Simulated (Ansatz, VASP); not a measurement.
# HfC: VASP beside Ansatz

```
Hf C
1.0
     3.31335    0.00000    0.00000
    -1.65667    2.86944    0.00000
     0.00000    0.00000    4.84461
Hf C
2 2
Direct
  0.66667 0.33333 0.75000
  0.33333 0.66667 0.25000
  0.00000 0.00000 0.00000
  0.00000 0.00000 0.50000
```

Alike in both runs: task single point; functional PBE; k mesh 15 × 15 × 8; occupations gaussian, width 0.1 eV; no spin polarisation.

```csv
,VASP,Ansatz
version,VASP 6.6.1,Ansatz 0.2.0
potentials or method,"VASP PAW PBE potentials, release 64 (Hf_pv, C), cutoff 520 eV","scalar-relativistic, plane waves, PAW"
valence electrons in the cell,28,60
```

Ansatz gave:

| Item | Value |
| --- | --- |
| gap on the k mesh at the Fermi level (eV) | none |
| pressure (GPa) | 22.9 |
| traceless stress, the component that is largest in VASP (GPa) | 10.32 |

Problem. Which values does VASP return?

Solution. gap on the k mesh at the Fermi level (eV): none; pressure (GPa): 22.5; traceless stress, the component that is largest in VASP (GPa): 10.35.

A gap of «none» marks a metal or a gap that the smearing closes. The functional is the same, so the differences come from potentials, cutoffs and numerics. VASP's potentials hold 28 valence electrons a cell and Ansatz's 60, so a difference there can come from the potentials and not from the codes.

Spin-orbit coupling is off throughout.
